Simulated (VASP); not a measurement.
A run of VASP 6.6.1 is set up as follows.

The input INCAR:

```
SYSTEM = PbO
PREC = Accurate ; ENCUT = 520
EDIFF = 1E-8 ; ISMEAR = -1
SIGMA = 0.03 ; LREAL = .FALSE.
LASPH = .TRUE. ; NELM = 60
ALGO = Normal ; ISIF = 2
LWAVE = .FALSE. ; LCHARG = .FALSE.
GGA = CA ; LEFG = .TRUE.
NBANDS = 28
```

File KPOINTS:

```
regular mesh
0
G
  7 7 6
  0 0 0
```

File POSCAR:

```
PbO
1.0
    3.9206853073      0.0000000000      0.0000000000
    0.0000000000      3.9206853073      0.0000000000
    0.0000000000      0.0000000000      4.9541268149
Pb O
2 2
Direct
    0.0000000000      0.5000000000      0.2351000000
    0.5000000000      0.0000000000      0.7649000000
    0.0000000000      0.0000000000      0.0000000000
    0.5000000000      0.5000000000      0.0000000000
```

Potentials or basis: VASP PAW LDA potentials, release 64 (Pb_d, O).

Launch:

```bash
$ cat potpaw_LDA.64/Pb_d/POTCAR potpaw_LDA.64/O/POTCAR > POTCAR
$ mpirun -np 1 vasp_std > vasp.out
```

Q: Estimate the band gap on the k mesh.

A: 1.38 eV (least direct gap 2.27 eV).

Q: What does it give for the largest force?

A: 0.495 eV/Å.

Electric field gradients, principal values (V/Å²):
| atom | least | middle | greatest (by size) |
| --- | --- | --- | --- |
| 1 Pb | 119.711 | 119.711 | -239.423 |
| 2 Pb | 119.711 | 119.711 | -239.423 |
| 3 O | 1.605 | 1.605 | -3.209 |
| 4 O | 1.605 | 1.605 | -3.209 |

Caveat: without QUAD_EFG the Cq values of the log hold for a quadrupole moment of 1 mb, not for the nuclei; spin-orbit coupling is left out, which moves the levels of the heavy elements; an odd mesh through Γ misses points on the zone boundary, where band edges can lie.
